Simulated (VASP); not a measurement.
# MgSe (Fm-3m) in VASP: notebook, part 2 of 2

VASP 6.6.1.

## Step 3: Single point, LDA (strain +0.050 along x and y, +0.050 along z)

Input file INCAR:

```
SYSTEM = MgSe
ALGO     = Normal         ! electronic algorithm
EDIFF    = 1E-6           ! SCF threshold, eV
ENCUT    = 600            ! plane-wave cutoff, eV
GGA_COMPAT= .FALSE.      
ISIF     = 2              ! what is computed and relaxed
ISMEAR   = 0              ! smearing method
LASPH    = .TRUE.         ! aspherical terms in the spheres
LCHARG   = .TRUE.         ! write CHGCAR
LELF     = .TRUE.         ! ELF
LREAL    = .FALSE.        ! projectors in reciprocal space
LVHAR    = .TRUE.       
LWAVE    = .FALSE.        ! write WAVECAR
NBANDS   = 11             ! bands
NELM     = 120            ! most SCF steps
PREC     = Accurate       ! precision mode
SIGMA    = 0.05           ! smearing width, eV
```

Input file KPOINTS:

```
k-points
0
G
  8 8 8
  0 0 0
```

Input file POSCAR:

```
MgSe
1.0
    0.0000000000      2.8617750000      2.8617750000
    2.8617750000      0.0000000000      2.8617750000
    2.8617750000      2.8617750000      0.0000000000
Mg Se
1 1
Direct
    0.0000000000      0.0000000000      0.0000000000
    0.5000000000      0.5000000000      0.5000000000
```

Potentials or basis: VASP PAW LDA potentials, release 64 (Mg, Se).

On the command line:

```
$ cat potpaw_LDA.64/Mg/POTCAR potpaw_LDA.64/Se/POTCAR > POTCAR
$ mpirun -np 1 vasp_std > vasp.out
```

OUTCAR:

```text
SYSTEM = MgSe
   EDIFF = 1E-6
   ENCUT = 600
   ISIF = 2
   ISMEAR = 0
   LASPH = .TRUE.
   LREAL = .FALSE.
   NELM = 120
   PREC = Accurate

 ion  position               nearest neighbor table
   1  0.000  0.000  0.000-   2 2.86   2 2.86   2 2.86   2 2.86   2 2.86   2 2.86
   2  0.500  0.500  0.500-   1 2.86   1 2.86   1 2.86   1 2.86   1 2.86   1 2.86

  LATTYP: Found a face centered cubic cell.
 ALAT       =     5.7235500000

  Lattice vectors:

 A1 = (   0.0000000000,   2.8617750000,   2.8617750000)
 A2 = (   2.8617750000,   0.0000000000,   2.8617750000)
 A3 = (   2.8617750000,   2.8617750000,   0.0000000000)

Analysis of symmetry for initial positions (statically):
=====================================================================
 Subroutine PRICEL returns:
 Original cell was already a primitive cell.

 Routine SETGRP: Setting up the symmetry group for a
 face centered cubic supercell.

 Subroutine GETGRP returns: Found 48 space group operations
 (whereof 48 operations were pure point group operations)
 out of a pool of 48 trial point group operations.

The static configuration has the point symmetry O_h .

Analysis of symmetry for dynamics (positions and initial velocities):
=====================================================================
 Subroutine PRICEL returns:
 Original cell was already a primitive cell.

 Routine SETGRP: Setting up the symmetry group for a
 face centered cubic supercell.

 Subroutine GETGRP returns: Found 48 space group operations
 (whereof 48 operations were pure point group operations)
 out of a pool of 48 trial point group operations.

The dynamic configuration has the point symmetry O_h .

 Subroutine INISYM returns: Found 48 space group operations
 (whereof 48 operations are pure point group operations),
 and found     1 'primitive' translations

----------------------------------------------------------------------------------------

                                     Primitive cell

  volume of cell :      46.8745

  direct lattice vectors                    reciprocal lattice vectors
     0.000000000  2.861775000  2.861775000    -0.174716740  0.174716740  0.174716740
     2.861775000  0.000000000  2.861775000     0.174716740 -0.174716740  0.174716740
     2.861775000  2.861775000  0.000000000     0.174716740  0.174716740 -0.174716740

  length of vectors
     4.047161017  4.047161017  4.047161017     0.302618271  0.302618271  0.302618271

  position of ions in fractional coordinates (direct lattice)
     0.000000000  0.000000000  0.000000000
     0.500000000  0.500000000  0.500000000

  ion indices of the primitive-cell ions
   primitive index   ion index
                 1           1
                 2           2

----------------------------------------------------------------------------------------

 KPOINTS: k-points

Automatic generation of k-mesh.
 Grid dimensions read from file:
 generate k-points for:    8    8    8

 Generating k-lattice:

  Cartesian coordinates                     Fractional coordinates (reciprocal lattice)
    -0.021839593  0.021839593  0.021839593     0.125000000  0.000000000  0.000000000
     0.021839593 -0.021839593  0.021839593     0.000000000  0.125000000  0.000000000
     0.021839593  0.021839593 -0.021839593     0.000000000  0.000000000  0.125000000

  Length of vectors
     0.037827284  0.037827284  0.037827284

  Shift w.r.t. Gamma in fractional coordinates (k-lattice)
     0.000000000  0.000000000  0.000000000

 Subroutine IBZKPT returns following result:
 ===========================================

 Found     29 irreducible k-points:

 Following reciprocal coordinates:
            Coordinates               Weight
  0.000000  0.000000  0.000000      1.000000
  0.125000  0.000000  0.000000      8.000000
  0.250000  0.000000  0.000000      8.000000
  0.375000  0.000000  0.000000      8.000000
  0.500000  0.000000  0.000000      4.000000
  0.125000  0.125000  0.000000      6.000000
[... 16 lines left out ...]
  0.500000  0.250000  0.125000     48.000000
 -0.375000  0.250000  0.125000     24.000000
 [... further k-points ...]
   k-points           NKPTS =     29   k-points in BZ     NKDIM =     29   number of bands    NBANDS=     11
   number of dos      NEDOS =    301   number of ions     NIONS =      2
   total plane-waves  NPLWV =  32768
   dimension x,y,z NGX =    32 NGY =   32 NGZ =   32
   dimension x,y,z NGXF=    64 NGYF=   64 NGZF=   64
   ions per type =               1   1
   NGX,Y,Z   is equivalent  to a cutoff of  13.14, 13.14, 13.14 a.u.
   NGXF,Y,Z  is equivalent  to a cutoff of  26.29, 26.29, 26.29 a.u.
 SYSTEM =  MgSe
   PREC   = accura    normal or accurate (medium, high low for compatibility)
   ISTART =      0    job   : 0-new  1-cont  2-samecut
   ICHARG =      2    charge: 1-file 2-atom 10-const
   ISPIN  =      1    spin polarized calculation?
   LNONCOLLINEAR =      F non collinear calculations
   LSORBIT =      F    spin-orbit coupling
   LASPH  =      T    aspherical Exc in radial PAW
   ENCUT  =  600.0 eV  44.10 Ry    6.64 a.u.   8.08  8.08  8.08*2*pi/ulx,y,z
   NELM   =    120;   NELMIN=  2; NELMDL= -5     # of ELM steps
   EDIFF  = 0.1E-05   stopping-criterion for ELM
   LREAL  =      F    real-space projection
   EDIFFG = 0.1E-04   stopping-criterion for IOM
   NSW    =      0    number of steps for IOM
   IBRION =     -1    ionic relax: 0-MD 1-quasi-New 2-CG
   NFREE  =      0    steps in history (QN), initial steepest desc. (CG)
   ISIF   =      2    stress and relaxation
   ISYM   =      2    0-nonsym 1-usesym 2-fastsym
   POTIM  = 0.5000    time-step for ionic-motion
   TEBEG  =    0.0;   TEEND  =   0.0 temperature during run
   PSTRESS=    0.0 pullay stress
   NELECT =       8.0000    total number of electrons
   NUPDOWN=      -1.0000    fix difference up-down
   EMIN   =  10.00;   EMAX   =-10.00  energy-range for DOS
   EFERMI =   0.00;   METHOD = LEGACY
   ISMEAR =     0;   SIGMA  =   0.05  broadening in eV -4-tet -1-fermi 0-gaus
   EFERMI_NEDOS =   21; number of points for ismear=-14 and -15
   IALGO  =     38    algorithm
   IMIX   =      4    mixing-type and parameters
     AMIX     =   0.40;   BMIX     =  1.00
     AMIX_MAG =   1.60;   BMIX_MAG =  1.00
  volume/ion in A,a.u.               =      23.44       158.16
  Fermi-wavevector in a.u.,A,eV,Ry     =   0.908084  1.716030 11.219589  0.824616
  Thomas-Fermi vector in A             =   2.031968
   LORBIT       =      0    0 simple, 1 ext, 2 COOP (PROOUT), +10 PAW based schemes
   GGA     = CA    functional components
   LHFCALC =     F    Hartree Fock is set to
   AEXX    =    0.0000 exact exchange contribution
   IVDW    =     0    specifies the selected vdW correction
   LEPSILON=     F    determine dielectric tensor
   LRPA    =     F    only Hartree local field effects (RPA)
 non-spin polarized calculation
 Gauss-broadening in eV      SIGMA  =   0.05
  energy-cutoff  :      600.00
  volume of cell :       46.87
 maximum number of plane-waves:      1588
   NGX = 17   NGY = 17   NGZ = 17

 number of electron       8.0000001 magnetization

 Free energy of the ion-electron system (eV)
  ---------------------------------------------------
  ext. energy  EPLUGINS =         0.00000000
  ---------------------------------------------------
  free energy    TOTEN  =        -8.34846299 eV

  energy without entropy =       -8.34846299  energy(sigma->0) =       -8.34846299

 E-fermi :   2.2472     XC(G=0):  -9.1742

 val. band max:        2.0034169300   @ k =   0.0000   0.0000   0.0000
 cond. band min:       3.4068310843   @ k =   0.5000   0.5000   0.0000
 fundamental gap:      1.4034141543
 Fermi energy:         2.2472377180

 k-point     1 :       0.0000    0.0000    0.0000
  band No.  band energies     occupation
      1     -10.2449      2.00000
      2       2.0034      2.00000
      3       2.0034      2.00000
      4       2.0034      2.00000
      5       3.5311      0.00000
      6       9.3804      0.00000
      7       9.3804      0.00000
      8       9.3804      0.00000
      9      11.6664      0.00000
     10      11.6664      0.00000
     11      12.0706      0.00000
[... 309 lines left out ...]
 k-point    24 :      -0.3750    0.2500    0.1250
  band No.  band energies     occupation
      1      -9.3182      2.00000
      2      -1.7808      2.00000
      3       0.1835      2.00000
      4       1.0335      2.00000
      5       6.2350      0.00000
      6       7.0002      0.00000
      7       9.1501      0.00000
      8      10.2347      0.00000
      9      12.3925      0.00000
     10      12.6277      0.00000
     11      15.2343      0.00000

 [... further k-points ...]

------------------------ aborting loop because EDIFF is reached ----------------------------------------

  FORCE on cell =-STRESS in cart. coord.  units (eV):
  Direction    XX          YY          ZZ          XY          YZ          ZX
  --------------------------------------------------------------------------------------
  -------------------------------------------------------------------------------------
  Total       -2.5791210     -2.5791210     -2.5791210     -0.0000000      0.0000000      0.0000000
  in kB      -88.1547778    -88.1547778    -88.1547778     -0.0000000      0.0000000      0.0000000
  external PRESSURE =     -88.1547778 kB  Pullay stress =       0.0000000 kB

 VOLUME and BASIS-vectors are now :
 -----------------------------------------------------------------------------
  energy-cutoff  :      600.00
  volume of cell :       46.87
      direct lattice vectors                 reciprocal lattice vectors
     0.000000000  2.861775000  2.861775000    -0.174716740  0.174716740  0.174716740
     2.861775000  0.000000000  2.861775000     0.174716740 -0.174716740  0.174716740
     2.861775000  2.861775000  0.000000000     0.174716740  0.174716740 -0.174716740

 POSITION                                       TOTAL-FORCE (eV/Angst)
 -----------------------------------------------------------------------------------
      0.00000      0.00000      0.00000        -0.000000     -0.000000      0.000000
      2.86178      2.86178      2.86178         0.000000      0.000000     -0.000000
 -----------------------------------------------------------------------------------
    total drift:                               -0.000000     -0.000000      0.000000

  FREE ENERGIE OF THE ION-ELECTRON SYSTEM (eV)
  ---------------------------------------------------
  free  energy   TOTEN  =        -8.3484629903 eV

  energy  without entropy=       -8.3484629903  energy(sigma->0) =       -8.34846299
```

Run time: 21 s. Hardware: 1 thread of Intel Xeon 8259CL, shared host; peak memory 0.16 GiB.

Results:

```
Free energy            : -8.3485 eV
Pressure               : -8.8 GPa
Band gap on the k mesh : 1.40 eV (least direct gap 1.53 eV)
```

Caveat: the cell differs from its parent crystal (strain +0.050 along x and y, +0.050 along z); the cell stands under tension. A k mesh can miss the band edges.
